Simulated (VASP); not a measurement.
# Cs (Im-3m) in VASP: a series of runs

Runs on Cs. Level: PBE. Tasks: single point.

All numbers are computed with VASP 6.6.1; they aren't measurements. Logs are shortened: lines on timing, memory, paths and dates and some standing lists are left out, and cuts for length are marked.

**1. The cell of the first run**

It takes space group Im-3m (No. 229, cubic). The conventional cell has a = 5.191 Å, b = 5.191 Å, c = 5.191 Å, α = 90.00°, β = 90.00°, γ = 90.00°. Within 5.9 Å of Cs (site symmetry m-3m) lie 14 Cs at 4.50 to 5.19 Å.

**2. Single point, PBE (volume scaled by 0.6)**

INCAR

```
PREC = Accurate
ENCUT = 520
EDIFF = 1E-6
ISMEAR = -1
SIGMA = 0.05
LREAL = F
LASPH = T
NELM = 60
ALGO = Normal
ISIF = 2
LWAVE = F
LCHARG = F
GGA = PE
NBANDS = 10
```

KPOINTS

```
Automatic mesh
0
Gamma
  9 9 9
```

POSCAR

```
Cs
1.0
   -2.5953739238      2.5953739238      2.5953739238
    2.5953739238     -2.5953739238      2.5953739238
    2.5953739238      2.5953739238     -2.5953739238
Cs
1
Direct
    0.0000000000      0.0000000000      0.0000000000
```

Potentials or basis: VASP PAW PBE potentials, release 64 (Cs_sv).

Run with:

```sh
> cat potpaw_PBE.64/Cs_sv/POTCAR > POTCAR
> mpirun -np 1 vasp_std > vasp.out
```

OUTCAR:

```text
PREC = Accurate
   ENCUT = 520
   EDIFF = 1E-6
   ISMEAR = -1
   LREAL = F
   LASPH = T
   NELM = 60
   ISIF = 2
   GGA = PE

 ion  position               nearest neighbor table
   1  0.000  0.000  0.000-

  LATTYP: Found a body centered cubic cell.
 ALAT       =     5.1907478476

  Lattice vectors:

 A1 = (  -2.5953739238,   2.5953739238,   2.5953739238)
 A2 = (   2.5953739238,  -2.5953739238,   2.5953739238)
 A3 = (   2.5953739238,   2.5953739238,  -2.5953739238)

Analysis of symmetry for initial positions (statically):
=====================================================================
 Subroutine PRICEL returns:
 Original cell was already a primitive cell.

 Routine SETGRP: Setting up the symmetry group for a
 body centered cubic supercell.

 Subroutine GETGRP returns: Found 48 space group operations
 (whereof 48 operations were pure point group operations)
 out of a pool of 48 trial point group operations.

The static configuration has the point symmetry O_h .

Analysis of symmetry for dynamics (positions and initial velocities):
=====================================================================
 Subroutine PRICEL returns:
 Original cell was already a primitive cell.

 Routine SETGRP: Setting up the symmetry group for a
 body centered cubic supercell.

 Subroutine GETGRP returns: Found 48 space group operations
 (whereof 48 operations were pure point group operations)
 out of a pool of 48 trial point group operations.

The dynamic configuration has the point symmetry O_h .

 Subroutine INISYM returns: Found 48 space group operations
 (whereof 48 operations are pure point group operations),
 and found     1 'primitive' translations

----------------------------------------------------------------------------------------

                                     Primitive cell

  volume of cell :      69.9294

  direct lattice vectors                    reciprocal lattice vectors
    -2.595373924  2.595373924  2.595373924     0.000000000  0.192650468  0.192650468
     2.595373924 -2.595373924  2.595373924     0.192650468  0.000000000  0.192650468
     2.595373924  2.595373924 -2.595373924     0.192650468  0.192650468  0.000000000

  length of vectors
     4.495319501  4.495319501  4.495319501     0.272448904  0.272448904  0.272448904

  position of ions in fractional coordinates (direct lattice)
     0.000000000  0.000000000  0.000000000

  ion indices of the primitive-cell ions
   primitive index   ion index
                 1           1

[... 65 lines left out ...]
   ISPIN  =      1    spin polarized calculation?
   LNONCOLLINEAR =      F non collinear calculations
   LSORBIT =      F    spin-orbit coupling
   LASPH  =      T    aspherical Exc in radial PAW
   ENCUT  =  520.0 eV  38.22 Ry    6.18 a.u.   8.36  8.36  8.36*2*pi/ulx,y,z
   NELM   =     60;   NELMIN=  2; NELMDL= -5     # of ELM steps
   EDIFF  = 0.1E-05   stopping-criterion for ELM
   LREAL  =      F    real-space projection
[... 7 lines left out ...]
   TEBEG  =    0.0;   TEEND  =   0.0 temperature during run
   PSTRESS=    0.0 pullay stress
   NELECT =       9.0000    total number of electrons
   NUPDOWN=      -1.0000    fix difference up-down
   EMIN   =  10.00;   EMAX   =-10.00  energy-range for DOS
   EFERMI =   0.00;   METHOD = LEGACY
   ISMEAR =    -1;   SIGMA  =   0.05  broadening in eV -4-tet -1-fermi 0-gaus
   EFERMI_NEDOS =   21; number of points for ismear=-14 and -15
   IALGO  =     38    algorithm
   IMIX   =      4    mixing-type and parameters
     AMIX     =   0.40;   BMIX     =  1.00
     AMIX_MAG =   1.60;   BMIX_MAG =  1.00
  volume/ion in A,a.u.               =      69.93       471.91
  Fermi-wavevector in a.u.,A,eV,Ry     =   0.826550  1.561953  9.295292  0.683185
  Thomas-Fermi vector in A             =   1.938601
   LORBIT       =      0    0 simple, 1 ext, 2 COOP (PROOUT), +10 PAW based schemes
   GGA     = PE    functional components
   LHFCALC =     F    Hartree Fock is set to
   AEXX    =    0.0000 exact exchange contribution
   IVDW    =     0    specifies the selected vdW correction
   LEPSILON=     F    determine dielectric tensor
   LRPA    =     F    only Hartree local field effects (RPA)
 non-spin polarized calculation
  energy-cutoff  :      520.00
  volume of cell :       69.93
 maximum number of plane-waves:      1902
 NGX is ok and might be reduce to    36
   NGX = 17   NGY = 17   NGZ = 17

 number of electron       8.9999998 magnetization

 Free energy of the ion-electron system (eV)
  ---------------------------------------------------
  ext. energy  EPLUGINS =         0.00000000
  ---------------------------------------------------
  free energy    TOTEN  =        -0.62267042 eV

  energy without entropy =       -0.61269355  energy(sigma->0) =       -0.61768198

 E-fermi :   2.0552     XC(G=0):  -6.8431

 val. band max:        1.9514890504   @ k =   0.2222   0.2222   0.0000
 cond. band min:       2.0837790653   @ k =  -0.3333   0.3333   0.2222
 fundamental gap:      0.1322900149
 Fermi energy:         2.0552336145

 k-point     1 :       0.0000    0.0000    0.0000
  band No.  band energies     occupation
      1     -21.6801      2.00000
      2      -8.2141      2.00000
      3      -8.2141      2.00000
      4      -8.2141      2.00000
      5      -0.0686      2.00000
      6       4.8038      0.00000
      7       4.8038      0.00000
      8       4.8038      0.00000
      9       6.1178      0.00000
     10       6.1178      0.00000
[... 287 lines left out ...]
 k-point    24 :      -0.4444   -0.4444    0.1111
  band No.  band energies     occupation
      1     -21.6078      2.00000
      2      -8.7909      2.00000
      3      -8.5129      2.00000
      4      -8.3165      2.00000
      5       2.3060      0.01318
      6       3.2875      0.00000
      7       3.7180      0.00000
      8       5.2223      0.00000
      9       6.8857      0.00000
     10       8.5595      0.00000

 [... further k-points ...]
[... 5 lines left out ...]
  --------------------------------------------------------------------------------------
  -------------------------------------------------------------------------------------
  Total        0.9844682      0.9844682      0.9844682      0.0000000     -0.0000000      0.0000000
  in kB       22.5555000     22.5555000     22.5555000      0.0000000     -0.0000000      0.0000000
  external PRESSURE =      22.5555000 kB  Pullay stress =       0.0000000 kB

 VOLUME and BASIS-vectors are now :
 -----------------------------------------------------------------------------
  energy-cutoff  :      520.00
  volume of cell :       69.93
      direct lattice vectors                 reciprocal lattice vectors
    -2.595373924  2.595373924  2.595373924     0.000000000  0.192650468  0.192650468
     2.595373924 -2.595373924  2.595373924     0.192650468  0.000000000  0.192650468
     2.595373924  2.595373924 -2.595373924     0.192650468  0.192650468  0.000000000

 POSITION                                       TOTAL-FORCE (eV/Angst)
 -----------------------------------------------------------------------------------
      0.00000      0.00000      0.00000         0.000000     -0.000000      0.000000
 -----------------------------------------------------------------------------------
    total drift:                               -0.000000      0.000000      0.000000

  FREE ENERGIE OF THE ION-ELECTRON SYSTEM (eV)
  ---------------------------------------------------
  free  energy   TOTEN  =        -0.6226704151 eV

  energy  without entropy=       -0.6126935502  energy(sigma->0) =       -0.61768198
```

OSZICAR:

```text
N       E                     dE             d eps       ncg     rms          rms(c)
DAV:   1     0.490812752423E+02    0.49081E+02   -0.33922E+03   700   0.679E+02
DAV:   2     0.332123423280E+01   -0.45760E+02   -0.44596E+02   900   0.116E+02
DAV:   3    -0.590276529029E+00   -0.39115E+01   -0.39032E+01   810   0.376E+01
DAV:   4    -0.628794622171E+00   -0.38518E-01   -0.38507E-01   870   0.442E+00
DAV:   5    -0.628921490566E+00   -0.12687E-03   -0.12687E-03   886   0.235E-01    0.274E-01
DAV:   6    -0.623876588620E+00    0.50449E-02   -0.67673E-03   776   0.392E-01    0.141E-01
DAV:   7    -0.622502470131E+00    0.13741E-02   -0.72798E-03   778   0.417E-01    0.589E-02
DAV:   8    -0.622670312375E+00   -0.16784E-03   -0.17953E-04   760   0.100E-01    0.549E-03
DAV:   9    -0.622670415134E+00   -0.10276E-06   -0.86258E-07   934   0.628E-03
   1 F= -.62267042E+00 E0= -.61768198E+00  d E =-.997686E-02
```

It took 23 s on 1 thread of Intel Xeon Platinum 8488C (Sapphire Rapids), shared host; peak memory 0.2 GiB.

Results:

| Item | Value |
| --- | --- |
| Free energy | -0.6227 eV |
| Pressure | 2.3 GPa |

Levels at points of the mesh, in eV from the Fermi level:
```
           k point  band 1  band 2  band 3  band 4  band 5  band 6  band 7  band 8  band 9  band 10
(0.00, 0.00, 0.00)  -23.74  -10.27  -10.27  -10.27   -2.12    2.75    2.75    2.75    4.06     4.06
```

Caveat: spin-orbit coupling is left out, which moves the levels of the heavy elements.

(Part 1 of 2 ends here.)
